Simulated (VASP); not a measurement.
# TaH5 (P-62m) in VASP: a series of runs

The runs below take TaH5 through single point, with PBE.

All numbers are computed with VASP 6.6.1; they aren't measurements. Logs are shortened: lines on timing, memory, paths and dates and some standing lists are left out, and cuts for length are marked.

## (1) The cell of the first run

It takes space group P-62m (No. 189, hexagonal). Conventional cell: a = 3.579 Å, b = 3.579 Å, c = 3.091 Å, α = 90.00°, β = 90.00°, γ = 120.00°. Within 2.5 Å of Ta (site symmetry -62m) lie 12 H at 1.90 to 2.07 Å. Within 2.5 Å of H (site symmetry m2m) lie 2 Ta at 1.90 Å and 10 H at 1.92 to 2.14 Å. H (site symmetry -6) has 9 H at 1.98 to 2.07 Å and 3 Ta at 2.07 Å within 2.6 Å.

The cell was built from a structure type or drawn by symmetry, and may not be a known phase.

## (2) Single point, PBE

File INCAR:

```
PREC = Accurate
ENCUT = 520
EDIFF = 1E-6
ISMEAR = 0
SIGMA = 0.1
LREAL = F
LASPH = T
NELM = 80
ALGO = Normal
ISIF = 2
LWAVE = F
LCHARG = T
GGA = PE
LELF = T
LVHAR = T
NBANDS = 17
```

File KPOINTS:

```
Automatic mesh
0
Gamma
  6 6 4
```

File POSCAR:

```
TaH5
1.0
    3.5794351134      0.0000000000      0.0000000000
   -1.7897175567      3.0998817394      0.0000000000
    0.0000000000      0.0000000000      3.0913096899
Ta H
1 5
Direct
    0.0000000000      0.0000000000      0.5000000000
    0.6904646350      0.0000000000      0.0000000000
    0.3095353650      0.3095353650      0.0000000000
    0.0000000000      0.6904646350      0.0000000000
    0.6666666667      0.3333333333      0.5000000000
    0.3333333333      0.6666666667      0.5000000000
```

Potentials or basis: VASP PAW PBE potentials, release 64 (Ta_pv, H).

Run with:

```console
> cat potpaw_PBE.64/Ta_pv/POTCAR potpaw_PBE.64/H/POTCAR > POTCAR
> mpirun -np 1 vasp_std > vasp.out
```

OUTCAR:

```text
PREC = Accurate
   ENCUT = 520
   EDIFF = 1E-6
   ISMEAR = 0
   LREAL = F
   LASPH = T
   NELM = 80
   ISIF = 2
   GGA = PE

 ion  position               nearest neighbor table
   1  0.000  0.000  0.500-   3 1.90   4 1.90   3 1.90   4 1.90   2 1.90   2 1.90   6 2.07   5 2.07
                             6 2.07   5 2.07   5 2.07   6 2.07
   2  0.690  0.000  0.000-   1 1.90   1 1.90
   3  0.310  0.310  0.000-   1 1.90   1 1.90
   4  0.000  0.690  0.000-   1 1.90   1 1.90
   5  0.667  0.333  0.500-   1 2.07   1 2.07   1 2.07
   6  0.333  0.667  0.500-   1 2.07   1 2.07   1 2.07

  LATTYP: Found a hexagonal cell.
 ALAT       =     3.5794351134
 C/A-ratio  =     0.8636305987

  Lattice vectors:

 A1 = (   3.5794351134,   0.0000000000,   0.0000000000)
 A2 = (  -1.7897175567,   3.0998817394,   0.0000000000)
 A3 = (   0.0000000000,   0.0000000000,   3.0913096899)

Analysis of symmetry for initial positions (statically):
=====================================================================
 Subroutine PRICEL returns:
 Original cell was already a primitive cell.

 Routine SETGRP: Setting up the symmetry group for a
 hexagonal supercell.

 Subroutine GETGRP returns: Found 12 space group operations
 (whereof 12 operations were pure point group operations)
 out of a pool of 24 trial point group operations.

The static configuration has the point symmetry D_3h.

Analysis of symmetry for dynamics (positions and initial velocities):
=====================================================================
 Subroutine PRICEL returns:
 Original cell was already a primitive cell.

 Routine SETGRP: Setting up the symmetry group for a
 hexagonal supercell.

 Subroutine GETGRP returns: Found 12 space group operations
 (whereof 12 operations were pure point group operations)
 out of a pool of 24 trial point group operations.

The dynamic configuration has the point symmetry D_3h.

 Subroutine INISYM returns: Found 12 space group operations
 (whereof 12 operations are pure point group operations),
 and found     1 'primitive' translations

----------------------------------------------------------------------------------------

                                     Primitive cell

  volume of cell :      34.3006

  direct lattice vectors                    reciprocal lattice vectors
     3.579435113  0.000000000  0.000000000     0.279373691  0.161296476  0.000000000
    -1.789717557  3.099881739  0.000000000     0.000000000  0.322592952  0.000000000
     0.000000000  0.000000000  3.091309690     0.000000000  0.000000000  0.323487486

  length of vectors
     3.579435113  3.579435113  3.091309690     0.322592952  0.322592952  0.323487486

  position of ions in fractional coordinates (direct lattice)
     0.000000000  0.000000000  0.500000000
     0.690464635  0.000000000  0.000000000
     0.309535365  0.309535365  0.000000000
     0.000000000  0.690464635  0.000000000
     0.666666667  0.333333333  0.500000000
     0.333333333  0.666666667  0.500000000

  ion indices of the primitive-cell ions
   primitive index   ion index
                 1           1
                 2           2
                 3           3
                 4           4
                 5           5
                 6           6

----------------------------------------------------------------------------------------

 KPOINTS: Automatic mesh

Automatic generation of k-mesh.
 Grid dimensions read from file:
 generate k-points for:    6    6    4

 Generating k-lattice:

  Cartesian coordinates                     Fractional coordinates (reciprocal lattice)
     0.046562282  0.026882746  0.000000000     0.166666667  0.000000000  0.000000000
     0.000000000  0.053765492  0.000000000     0.000000000  0.166666667  0.000000000
     0.000000000  0.000000000  0.080871871     0.000000000  0.000000000  0.250000000

  Length of vectors
     0.053765492  0.053765492  0.080871871

  Shift w.r.t. Gamma in fractional coordinates (k-lattice)
     0.000000000  0.000000000  0.000000000

 Subroutine IBZKPT returns following result:
 ===========================================

 Found     21 irreducible k-points:

 Following reciprocal coordinates:
            Coordinates               Weight
  0.000000  0.000000  0.000000      1.000000
  0.166667 -0.000000  0.000000      6.000000
  0.333333  0.000000  0.000000      6.000000
  0.500000  0.000000  0.000000      3.000000
  0.166667  0.166667  0.000000      6.000000
  0.333333  0.166667  0.000000     12.000000
[... 13 lines left out ...]
  0.333333  0.166667  0.500000     12.000000
  0.333333  0.333333  0.500000      2.000000
   k-points           NKPTS =     21   k-points in BZ     NKDIM =     21   number of bands    NBANDS=     17
   number of dos      NEDOS =    301   number of ions     NIONS =      6
   total plane-waves  NPLWV =  18816
   dimension x,y,z NGX =    28 NGY =   28 NGZ =   24
   dimension x,y,z NGXF=    56 NGYF=   56 NGZF=   48
   ions per type =               1   5
   NGX,Y,Z   is equivalent  to a cutoff of  13.00, 13.00, 12.91 a.u.
   NGXF,Y,Z  is equivalent  to a cutoff of  26.01, 26.01, 25.81 a.u.
 SYSTEM =  unknown system
   PREC   = accura    normal or accurate (medium, high low for compatibility)
   ISTART =      0    job   : 0-new  1-cont  2-samecut
   ICHARG =      2    charge: 1-file 2-atom 10-const
   ISPIN  =      1    spin polarized calculation?
   LNONCOLLINEAR =      F non collinear calculations
   LSORBIT =      F    spin-orbit coupling
   LASPH  =      T    aspherical Exc in radial PAW
   ENCUT  =  520.0 eV  38.22 Ry    6.18 a.u.   6.66  6.66  5.75*2*pi/ulx,y,z
   NELM   =     80;   NELMIN=  2; NELMDL= -5     # of ELM steps
   EDIFF  = 0.1E-05   stopping-criterion for ELM
   LREAL  =      F    real-space projection
   EDIFFG = 0.1E-04   stopping-criterion for IOM
   NSW    =      0    number of steps for IOM
   IBRION =     -1    ionic relax: 0-MD 1-quasi-New 2-CG
   NFREE  =      0    steps in history (QN), initial steepest desc. (CG)
   ISIF   =      2    stress and relaxation
   ISYM   =      2    0-nonsym 1-usesym 2-fastsym
   POTIM  = 0.5000    time-step for ionic-motion
   TEBEG  =    0.0;   TEEND  =   0.0 temperature during run
   PSTRESS=    0.0 pullay stress
   NELECT =      16.0000    total number of electrons
   NUPDOWN=      -1.0000    fix difference up-down
   EMIN   =  10.00;   EMAX   =-10.00  energy-range for DOS
   EFERMI =   0.00;   METHOD = LEGACY
   ISMEAR =     0;   SIGMA  =   0.10  broadening in eV -4-tet -1-fermi 0-gaus
   EFERMI_NEDOS =   21; number of points for ismear=-14 and -15
   IALGO  =     38    algorithm
   IMIX   =      4    mixing-type and parameters
     AMIX     =   0.40;   BMIX     =  1.00
     AMIX_MAG =   1.60;   BMIX_MAG =  1.00
  volume/ion in A,a.u.               =       5.72        38.58
  Fermi-wavevector in a.u.,A,eV,Ry     =   1.269641  2.399273 21.932416  1.611987
  Thomas-Fermi vector in A             =   2.402671
   LORBIT       =      0    0 simple, 1 ext, 2 COOP (PROOUT), +10 PAW based schemes
   GGA     = PE    functional components
   LHFCALC =     F    Hartree Fock is set to
   AEXX    =    0.0000 exact exchange contribution
   IVDW    =     0    specifies the selected vdW correction
   LEPSILON=     F    determine dielectric tensor
   LRPA    =     F    only Hartree local field effects (RPA)
 non-spin polarized calculation
 Gauss-broadening in eV      SIGMA  =   0.10
  energy-cutoff  :      520.00
  volume of cell :       34.30
 maximum number of plane-waves:       942
 NGX is ok and might be reduce to    28
   NGX = 13   NGY = 13   NGZ = 11

 number of electron      16.0000004 magnetization

 Free energy of the ion-electron system (eV)
  ---------------------------------------------------
  ext. energy  EPLUGINS =         0.00000000
  ---------------------------------------------------
  free energy    TOTEN  =       -27.80670587 eV

  energy without entropy =      -27.79889922  energy(sigma->0) =      -27.80280255

 E-fermi :   4.5475     XC(G=0): -11.4600

 val. band max:        4.5337793512   @ k =   0.3333   0.1667   0.0000
 cond. band min:       4.6184697748   @ k =   0.1667   0.1667   0.2500
 fundamental gap:      0.0846904236
 Fermi energy:         4.5475118173

 k-point     1 :       0.0000    0.0000    0.0000
  band No.  band energies     occupation
      1     -30.9970      2.00000
      2     -30.9970      2.00000
      3     -30.7886      2.00000
      4      -8.1927      2.00000
      5      -1.8582      2.00000
      6       1.5376      2.00000
[... 9 lines left out ...]
     16      16.7819      0.00000
     17      17.2472      0.00000

 k-point     2 :       0.1667   -0.0000    0.0000
  band No.  band energies     occupation
      1     -31.0370      2.00000
      2     -31.0057      2.00000
      3     -30.7855      2.00000
      4      -7.6836      2.00000
      5      -1.7358      2.00000
      6      -0.2990      2.00000
[... 9 lines left out ...]
     16      16.7596      0.00000
     17      17.2685      0.00000

 k-point     3 :       0.3333    0.0000    0.0000
  band No.  band energies     occupation
      1     -31.1160      2.00000
      2     -31.0230      2.00000
      3     -30.7793      2.00000
      4      -6.3214      2.00000
      5      -2.3345      2.00000
      6      -1.6419      2.00000
[... 9 lines left out ...]
     16      17.2644      0.00000
     17      18.0558      0.00000

 k-point     4 :       0.5000    0.0000    0.0000
  band No.  band energies     occupation
      1     -31.1549      2.00000
      2     -31.0316      2.00000
      3     -30.7762      2.00000
      4      -4.9742      2.00000
      5      -3.6611      2.00000
      6      -1.8519      2.00000
[... 9 lines left out ...]
     16      17.2573      0.00000
     17      17.3872      0.00000

 k-point     5 :       0.1667    0.1667    0.0000
  band No.  band energies     occupation
      1     -31.0887      2.00000
      2     -31.0265      2.00000
      3     -30.7808      2.00000
      4      -6.7377      2.00000
      5      -1.7459      2.00000
      6      -1.6673      2.00000
[... 9 lines left out ...]
     16      16.2996      0.00000
     17      17.2722      0.00000

 k-point     6 :       0.3333    0.1667    0.0000
  band No.  band energies     occupation
      1     -31.1342      2.00000
      2     -31.0527      2.00000
      3     -30.7761      2.00000
      4      -5.1566      2.00000
      5      -3.0881      2.00000
      6      -2.1590      2.00000
[... 9 lines left out ...]
     16      17.2661      0.00000
     17      18.2460      0.00000
[... 221 lines left out ...]
 k-point    18 :       0.5000    0.0000    0.5000
  band No.  band energies     occupation
      1     -31.2384      2.00000
      2     -31.0924      2.00000
      3     -30.9784      2.00000
      4      -3.0668      2.00000
      5      -1.9377      2.00000
      6      -0.7006      2.00000
[... 9 lines left out ...]
     16      15.7531      0.00000
     17      17.2700      0.00000

 k-point    19 :       0.1667    0.1667    0.5000
  band No.  band energies     occupation
      1     -31.2478      2.00000
      2     -31.0311      2.00000
      3     -30.9736      2.00000
      4      -3.2297      2.00000
      5      -3.2109      2.00000
      6      -0.2426      2.00000
[... 9 lines left out ...]
     16      16.1813      0.00000
     17      17.8662      0.00000

 k-point    20 :       0.3333    0.1667    0.5000
  band No.  band energies     occupation
      1     -31.2384      2.00000
      2     -31.0733      2.00000
      3     -30.9979      2.00000
      4      -2.9227      2.00000
      5      -1.8109      2.00000
      6      -1.1037      2.00000
[... 9 lines left out ...]
     16      16.2401      0.00000
     17      18.1381      0.00000

 k-point    21 :       0.3333    0.3333    0.5000
  band No.  band energies     occupation
      1     -31.2353      2.00000
      2     -31.0468      2.00000
      3     -31.0468      2.00000
      4      -2.1938      2.00000
      5      -2.1938      2.00000
      6      -1.0830      2.00000
[... 9 lines left out ...]
     16      17.9985      0.00000
     17      18.1341      0.00000

------------------------ aborting loop because EDIFF is reached ----------------------------------------

  FORCE on cell =-STRESS in cart. coord.  units (eV):
  Direction    XX          YY          ZZ          XY          YZ          ZX
  --------------------------------------------------------------------------------------
  -------------------------------------------------------------------------------------
  Total        0.0366421      0.0366421     -0.0912538      0.0000000      0.0000000      0.0000000
  in kB        1.7115448      1.7115448     -4.2624495      0.0000000      0.0000000      0.0000000
  external PRESSURE =      -0.2797867 kB  Pullay stress =       0.0000000 kB

 VOLUME and BASIS-vectors are now :
 -----------------------------------------------------------------------------
  energy-cutoff  :      520.00
  volume of cell :       34.30
      direct lattice vectors                 reciprocal lattice vectors
     3.579435113  0.000000000  0.000000000     0.279373691  0.161296476  0.000000000
    -1.789717557  3.099881739  0.000000000     0.000000000  0.322592952  0.000000000
     0.000000000  0.000000000  3.091309690     0.000000000  0.000000000  0.323487486

 POSITION                                       TOTAL-FORCE (eV/Angst)
 -----------------------------------------------------------------------------------
      0.00000      0.00000      1.54565         0.000000      0.000000      0.000000
      2.47147      0.00000      0.00000        -0.003099      0.000000      0.000000
      0.55398      0.95952      0.00000         0.001550      0.002684     -0.000000
     -1.23574      2.14036      0.00000         0.001550     -0.002684      0.000000
      1.78972      1.03329      1.54565         0.000000      0.000000      0.000000
     -0.00000      2.06659      1.54565         0.000000      0.000000      0.000000
 -----------------------------------------------------------------------------------
    total drift:                               -0.000000     -0.000000      0.000000

  FREE ENERGIE OF THE ION-ELECTRON SYSTEM (eV)
  ---------------------------------------------------
  free  energy   TOTEN  =       -27.8067058723 eV

  energy  without entropy=      -27.7988992200  energy(sigma->0) =      -27.80280255
```

Wall time 10 s (1 thread of AMD EPYC 7R13 (Zen 3), shared host); peak memory 0.12 GiB.

Results:

```yaml
Free_energy: -27.8067 eV
Pressure: 0.0 GPa
Largest_force: 0.003 eV/Å
Band_gap_on_the_k_mesh: zero (bands 8 and 9 overlap by 1.53 eV)
```

Forces in eV/Å, atoms in the order of the input:
```
Ta   0.000  0.000  0.000
H   -0.003  0.000  0.000
H    0.002  0.003  0.000
H    0.002 -0.003  0.000
H    0.000  0.000  0.000
H    0.000  0.000  0.000
```

Levels at points of the mesh, in eV from the Fermi level:
```csv
k point,band 5,band 6,band 7,band 8,band 9,band 10,band 11,band 12
"(0.00, 0.00, 0.00)",-6.41,-3.01,-3.01,-1.07,1.79,1.79,2.25,2.25
"(0.50, 0.00, 0.00)",-8.21,-6.40,-0.94,0.19,0.20,1.47,1.71,2.16
"(0.00, 0.00, 0.50)",-7.98,-3.82,-3.82,-0.99,-0.99,-0.28,4.41,5.61
"(0.50, 0.00, 0.50)",-6.49,-5.25,-5.12,-4.48,1.73,2.36,4.36,5.22
```

Caveat: the k points lie up to 0.51 Å⁻¹ apart, too coarse for converged energies and pressures of a metal; spin-orbit coupling is left out, which moves the levels of the heavy elements.

## (3) Single point, PBE

File INCAR:

```
PREC = Accurate
ENCUT = 520
EDIFF = 1E-7
ISMEAR = 0
SIGMA = 0.1
LREAL = False
LASPH = True
NELM = 60
ALGO = Normal
ISIF = 2
LWAVE = False
LCHARG = False
GGA = PE
NBANDS = 17
```

File KPOINTS:

```
Automatic mesh
0
Gamma
  6 6 6
```

File POSCAR:

```
TaH5
1.0
    3.5677503940      0.0000000000      0.0000000000
   -1.7838751970      3.0897624756      0.0000000000
    0.0000000000      0.0000000000      3.1122834454
Ta H
1 5
Direct
    0.0000000000      0.0000000000      0.5000000000
    0.6951047565      0.0000000000      0.0000000000
    0.3048952435      0.3048952435      0.0000000000
    0.0000000000      0.6951047565      0.0000000000
    0.6666666667      0.3333333333      0.5000000000
    0.3333333333      0.6666666667      0.5000000000
```

Potentials or basis: VASP PAW PBE potentials, release 64 (Ta_pv, H).

Run with:

```console
> cat potpaw_PBE.64/Ta_pv/POTCAR potpaw_PBE.64/H/POTCAR > POTCAR
> mpirun -np 1 vasp_std > vasp.out
```

Wall time 13 s (1 thread of AMD EPYC 7R13 (Zen 3), shared host); peak memory 0.13 GiB.

The run converged. Its results:

| Item | Value |
| --- | --- |
| Free energy | -27.8915 eV |
| Pressure | -0.1 GPa |
| Largest force | 0.018 eV/Å |
| Band gap on the k mesh | zero (bands 8 and 9 overlap by 1.66 eV) |

Forces on the atoms (eV/Å):
```
Ta   0.000  0.000  0.000
H   -0.018  0.000  0.000
H    0.009  0.016  0.000
H    0.009 -0.016  0.000
H    0.000  0.000  0.000
H    0.000  0.000  0.000
```

Levels at points of the mesh, in eV from the Fermi level:
```csv
k point,band 5,band 6,band 7,band 8,band 9,band 10,band 11,band 12
"(0.00, 0.00, 0.00)",-6.14,-2.54,-2.54,-0.67,2.18,2.18,2.61,2.61
"(0.50, 0.00, 0.00)",-7.76,-6.06,-0.50,0.52,0.57,1.84,2.19,2.50
"(0.00, 0.00, 0.50)",-7.62,-3.36,-3.36,-0.63,-0.63,0.08,4.67,6.16
"(0.50, 0.00, 0.50)",-6.17,-4.91,-4.73,-4.09,2.14,2.79,4.80,5.48
```

Caveat: spin-orbit coupling is left out, which moves the levels of the heavy elements.
